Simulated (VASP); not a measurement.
# Al (a cell with a defect) in VASP: a series of runs, part 2 of 2

VASP 6.6.1.

### 3 Single point, PBE

INCAR reads:

```
SYSTEM = Al
PREC = Accurate
ENCUT = 520
EDIFF = 1E-6
ISMEAR = 0
SIGMA = 0.15
LREAL = Auto
LASPH = .True.
NELM = 60
ALGO = Normal
ISIF = 2
LWAVE = .False.
LCHARG = .False.
GGA = PE
NBANDS = 68
```

KPOINTS reads:

```
Automatic mesh
0
Gamma
  3 3 3
  0 0 0
```

POSCAR reads:

```
Al
1.0
    8.1000000000      0.0000000000      0.0000000000
    0.0000000000      8.1000000000      0.0000000000
    0.0000000000      0.0000000000      8.1000000000
Al
31
Direct
    0.7459283951      0.2476150617     -0.0004940741
    0.7482637037     -0.0000435802      0.2463323457
    0.0029532099      0.0016239506     -0.0004933333
    0.2904461728      0.2098254321     -0.0004890123
    0.4986322222      0.4973087654     -0.0004869136
    0.7483198765      0.7519477778     -0.0004891358
    0.2498792593     -0.0049475309      0.2584297531
    0.5051902469      0.2503760494      0.2584346914
    0.7514416049      0.5009712346      0.2501040741
    0.5020204938     -0.0017713580      0.4995130864
    0.7572630864      0.2519574074      0.4995045679
    0.7482674074     -0.0000506173      0.7526787654
    0.0024359259      0.4978122222     -0.0004908642
    0.2526318519      0.7543117284     -0.0004864198
    0.0040162963      0.2511009877      0.2457598765
    0.2491490123      0.4962411111      0.2457697531
    0.5003053086      0.7519898765      0.2463339506
   -0.0035876543      0.0002630864      0.4995065432
    0.2482843210      0.2519565432      0.4995046914
    0.4999891358      0.5038344444      0.4995129630
    0.7499597531      0.7502860494      0.4995083951
    0.2498720988     -0.0049393827      0.7405975309
    0.5051903704      0.2503693827      0.7405872840
    0.7514303704      0.5009780247      0.7489127160
   -0.0007217284      0.7488114815      0.2501097531
    0.0001011111      0.5001479012      0.4995083951
    0.2483008642      0.7429880247      0.4995134568
    0.0040076543      0.2511046914      0.7532500000
    0.2491493827      0.4962281481      0.7532554321
    0.5002951852      0.7519895062      0.7526891358
   -0.0007212346      0.7488109877      0.7489075309
```

Potentials or basis: VASP PAW PBE potentials, release 64 (Al).

On the command line:

```sh
> cat potpaw_PBE.64/Al/POTCAR > POTCAR
> mpirun -np 1 vasp_std > vasp.out
```

OUTCAR:

```text
SYSTEM = Al
   PREC = Accurate
   ENCUT = 520
   EDIFF = 1E-6
   ISMEAR = 0
   LREAL = Auto
   LASPH = .True.
   NELM = 60
   ISIF = 2
   GGA = PE

 ion  position               nearest neighbor table
   1  0.746  0.248  1.000-   2 2.83  12 2.83   5 2.85  23 2.86   8 2.86   3 2.88   9 2.89  24 2.89
                            28 2.89  15 2.89  13 2.90
   2  0.748  1.000  0.246-   8 2.83   1 2.83   6 2.83  17 2.84  10 2.86  18 2.87   3 2.87  25 2.88
                            21 2.88  11 2.89  15 2.90
   3  0.003  0.002  1.000-  15 2.84  28 2.84  14 2.85  12 2.87   2 2.87   4 2.88   1 2.88  31 2.88
                            25 2.88   6 2.89  22 2.90   7 2.90
   4  0.290  0.210  1.000-  23 2.74   8 2.74  22 2.74   7 2.74   5 2.88   3 2.88  29 3.08  16 3.08
                            15 3.08  28 3.08  13 3.30
   5  0.499  0.497  1.000-  16 2.84  29 2.84   1 2.85  17 2.87  30 2.87   4 2.88  14 2.88  24 2.88
                             9 2.88   6 2.89   8 2.90  23 2.90
   6  0.748  0.752  1.000-   2 2.83  12 2.83  17 2.83  30 2.83  25 2.87  31 2.87  24 2.87   9 2.87
                             3 2.89   5 2.89  13 2.91
   7  0.250  0.995  0.258-   4 2.74  27 2.83  10 2.83  17 2.83  18 2.83  25 2.85  19 2.85  14 2.86
                            15 2.88   3 2.90   8 2.92
   8  0.505  0.250  0.258-   4 2.74  11 2.83  10 2.83   2 2.83  20 2.83   9 2.85  19 2.85   1 2.86
                            16 2.88   5 2.90   7 2.92
   9  0.751  0.501  0.250-  25 2.84   8 2.85  26 2.85  11 2.86  21 2.86  20 2.87   6 2.87  13 2.87
[... 31 lines left out ...]
  25  0.999  0.749  0.250-   9 2.84   7 2.85  26 2.85  27 2.86  21 2.86  18 2.87   6 2.87  13 2.87
                             2 2.88  16 2.88   3 2.88  14 2.89
  26  0.000  0.500  0.500-  11 2.81  27 2.81  19 2.84  31 2.85  25 2.85   9 2.85  24 2.85  21 2.87
                            28 2.88  16 2.88  29 2.88  15 2.88
  27  0.248  0.743  0.500-  20 2.81  26 2.81   7 2.83  22 2.83  31 2.86  25 2.86  16 2.87  29 2.87
                            30 2.89  17 2.89  10 2.92  18 2.92
  28  0.004  0.251  0.753-  29 2.81  13 2.82   3 2.84  19 2.85  11 2.87  22 2.88  24 2.88  26 2.88
                             1 2.89  18 2.89  12 2.90   4 3.08
  29  0.249  0.496  0.753-  28 2.81  13 2.82   5 2.84  19 2.85  27 2.87  23 2.88  31 2.88  26 2.88
                            14 2.89  20 2.89  30 2.90   4 3.08
  30  0.500  0.752  0.753-  22 2.83  14 2.83   6 2.83  12 2.84  10 2.86  20 2.87   5 2.87  24 2.88
                            21 2.88  27 2.89  29 2.90
  31  0.999  0.749  0.749-  24 2.84  22 2.85  26 2.85  27 2.86  21 2.86  18 2.87   6 2.87  13 2.87
                            12 2.88  29 2.88   3 2.88  14 2.89

  LATTYP: Found a simple cubic cell.
 ALAT       =     8.1000000000

  Lattice vectors:

 A1 = (   8.1000000000,   0.0000000000,   0.0000000000)
 A2 = (   0.0000000000,   8.1000000000,   0.0000000000)
 A3 = (   0.0000000000,   0.0000000000,   8.1000000000)

Analysis of symmetry for initial positions (statically):
=====================================================================
 Subroutine PRICEL returns:
 Original cell was already a primitive cell.

 Routine SETGRP: Setting up the symmetry group for a
 simple cubic supercell.

 Subroutine GETGRP returns: Found  1 space group operations
 (whereof  1 operations were pure point group operations)
 out of a pool of 48 trial point group operations.

The static configuration has the point symmetry C_1 .

Analysis of symmetry for dynamics (positions and initial velocities):
=====================================================================
 Subroutine PRICEL returns:
 Original cell was already a primitive cell.

 Routine SETGRP: Setting up the symmetry group for a
 simple cubic supercell.

 Subroutine GETGRP returns: Found  1 space group operations
 (whereof  1 operations were pure point group operations)
 out of a pool of 48 trial point group operations.

The dynamic configuration has the point symmetry C_1 .
[... 134 lines left out ...]
   NGX,Y,Z   is equivalent  to a cutoff of  12.31, 12.31, 12.31 a.u.
   NGXF,Y,Z  is equivalent  to a cutoff of  24.63, 24.63, 24.63 a.u.
 SYSTEM =  Al
   PREC   = accura    normal or accurate (medium, high low for compatibility)
   ISTART =      0    job   : 0-new  1-cont  2-samecut
   ICHARG =      2    charge: 1-file 2-atom 10-const
   ISPIN  =      1    spin polarized calculation?
   LNONCOLLINEAR =      F non collinear calculations
   LSORBIT =      F    spin-orbit coupling
   LASPH  =      T    aspherical Exc in radial PAW
   ENCUT  =  520.0 eV  38.22 Ry    6.18 a.u.  15.06 15.06 15.06*2*pi/ulx,y,z
   NELM   =     60;   NELMIN=  2; NELMDL= -5     # of ELM steps
   EDIFF  = 0.1E-05   stopping-criterion for ELM
   LREAL  =      T    real-space projection
   EDIFFG = 0.1E-04   stopping-criterion for IOM
   NSW    =      0    number of steps for IOM
   IBRION =     -1    ionic relax: 0-MD 1-quasi-New 2-CG
   NFREE  =      0    steps in history (QN), initial steepest desc. (CG)
   ISIF   =      2    stress and relaxation
   ISYM   =      2    0-nonsym 1-usesym 2-fastsym
   POTIM  = 0.5000    time-step for ionic-motion
   TEBEG  =    0.0;   TEEND  =   0.0 temperature during run
   PSTRESS=    0.0 pullay stress
   NELECT =      93.0000    total number of electrons
   NUPDOWN=      -1.0000    fix difference up-down
   EMIN   =  10.00;   EMAX   =-10.00  energy-range for DOS
   EFERMI =   0.00;   METHOD = LEGACY
   ISMEAR =     0;   SIGMA  =   0.15  broadening in eV -4-tet -1-fermi 0-gaus
   EFERMI_NEDOS =   21; number of points for ismear=-14 and -15
   IALGO  =     38    algorithm
   IMIX   =      4    mixing-type and parameters
     AMIX     =   0.40;   BMIX     =  1.00
     AMIX_MAG =   1.60;   BMIX_MAG =  1.00
  volume/ion in A,a.u.               =      17.14       115.69
  Fermi-wavevector in a.u.,A,eV,Ry     =   0.915695  1.730412 11.408446  0.838497
  Thomas-Fermi vector in A             =   2.040466
   LORBIT       =      0    0 simple, 1 ext, 2 COOP (PROOUT), +10 PAW based schemes
   GGA     = PE    functional components
   LHFCALC =     F    Hartree Fock is set to
   AEXX    =    0.0000 exact exchange contribution
   IVDW    =     0    specifies the selected vdW correction
   LEPSILON=     F    determine dielectric tensor
   LRPA    =     F    only Hartree local field effects (RPA)
 non-spin polarized calculation
 Gauss-broadening in eV      SIGMA  =   0.15
  energy-cutoff  :      520.00
  volume of cell :      531.44
 maximum number of plane-waves:     14358
   NGX = 31   NGY = 31   NGZ = 31

 number of electron      92.9999999 magnetization

 Free energy of the ion-electron system (eV)
  ---------------------------------------------------
  ext. energy  EPLUGINS =         0.00000000
  ---------------------------------------------------
  free energy    TOTEN  =      -115.83798587 eV

  energy without entropy =     -115.72428626  energy(sigma->0) =     -115.78113606

 E-fermi :   7.4616     XC(G=0): -10.0306

 val. band max:        7.4260207674   @ k =  -0.3333  -0.3333   0.3333
 cond. band min:       7.4670630508   @ k =  -0.3333   0.3333   0.3333
 fundamental gap:      0.0410422835
 Fermi energy:         7.4616055665

 k-point     1 :       0.0000    0.0000    0.0000
  band No.  band energies     occupation
      1      -3.3654      2.00000
      2      -1.2347      2.00000
      3      -1.2158      2.00000
      4      -1.1687      2.00000
      5      -1.1676      2.00000
      6      -1.1113      2.00000
[... 843 lines left out ...]
     57       9.2668      0.00000
     58       9.5110      0.00000
 [bands above 58 left out]

------------------------ aborting loop because EDIFF is reached ----------------------------------------

  FORCE on cell =-STRESS in cart. coord.  units (eV):
  Direction    XX          YY          ZZ          XY          YZ          ZX
  --------------------------------------------------------------------------------------
  -------------------------------------------------------------------------------------
  Total       -3.9830339     -3.9800406     -2.5520138      0.3647844     -0.0036686     -0.0025952
  in kB      -12.0079683    -11.9989442     -7.6937585      1.0997445     -0.0110601     -0.0078238
  external PRESSURE =     -10.5668903 kB  Pullay stress =       0.0000000 kB

 VOLUME and BASIS-vectors are now :
 -----------------------------------------------------------------------------
  energy-cutoff  :      520.00
  volume of cell :      531.44
      direct lattice vectors                 reciprocal lattice vectors
     8.100000000  0.000000000  0.000000000     0.123456790  0.000000000  0.000000000
     0.000000000  8.100000000  0.000000000     0.000000000  0.123456790  0.000000000
     0.000000000  0.000000000  8.100000000     0.000000000  0.000000000  0.123456790

 POSITION                                       TOTAL-FORCE (eV/Angst)
 -----------------------------------------------------------------------------------
      6.04202      2.00568      8.09600         0.020969      0.000912      0.001434
      6.06094      8.09965      1.99529         0.013465     -0.006106     -0.006678
      0.02392      0.01315      8.09600        -0.008511     -0.037180     -0.000399
      2.35261      1.69959      8.09604        -0.430149      0.428999      0.003081
      4.03892      4.02820      8.09606         0.037899      0.007812     -0.000465
      6.06139      6.09078      8.09604         0.008975     -0.010038     -0.000110
[... 23 lines left out ...]
      4.05239      6.09112      6.09678         0.006197     -0.011499      0.007019
      8.09416      6.06537      6.06615         0.015051     -0.017131     -0.011227
 -----------------------------------------------------------------------------------
    total drift:                               -0.002001     -0.002134     -0.016921

  FREE ENERGIE OF THE ION-ELECTRON SYSTEM (eV)
  ---------------------------------------------------
  free  energy   TOTEN  =      -115.8379858724 eV

  energy  without entropy=     -115.7242862570  energy(sigma->0) =     -115.78113606
```

Wall time 14 min (1 thread of Oxide Virtual Turin-like, shared host); peak memory 0.59 GiB.

What came out:

```
Free energy   : -115.8380 eV
Pressure      : -1.1 GPa
Largest force : 0.608 eV/Å
```

Forces in eV/Å, atoms in the order of the input:
```
Al   0.021  0.001  0.001
Al   0.013 -0.006 -0.007
Al  -0.009 -0.037  0.000
Al  -0.430  0.429  0.003
Al   0.038  0.008  0.000
Al   0.009 -0.010  0.000
Al   0.042 -0.001 -0.055
Al   0.002 -0.043 -0.055
Al   0.018 -0.013  0.009
Al   0.014 -0.015  0.000
Al   0.002 -0.009  0.000
Al   0.011 -0.007  0.007
Al   0.018 -0.018  0.000
Al  -0.001 -0.022  0.001
Al   0.011 -0.022  0.000
Al   0.021 -0.012  0.000
Al   0.006 -0.012 -0.005
Al   0.029 -0.012  0.001
Al   0.010 -0.010  0.000
Al   0.012 -0.030  0.000
Al   0.012 -0.010 -0.003
Al   0.042 -0.001  0.053
Al   0.001 -0.042  0.053
Al   0.017 -0.014 -0.011
Al   0.014 -0.019  0.009
Al   0.014 -0.011 -0.004
Al   0.009 -0.001  0.001
Al   0.012 -0.021  0.003
Al   0.022 -0.012  0.003
Al   0.006 -0.011  0.007
Al   0.015 -0.017 -0.011
```
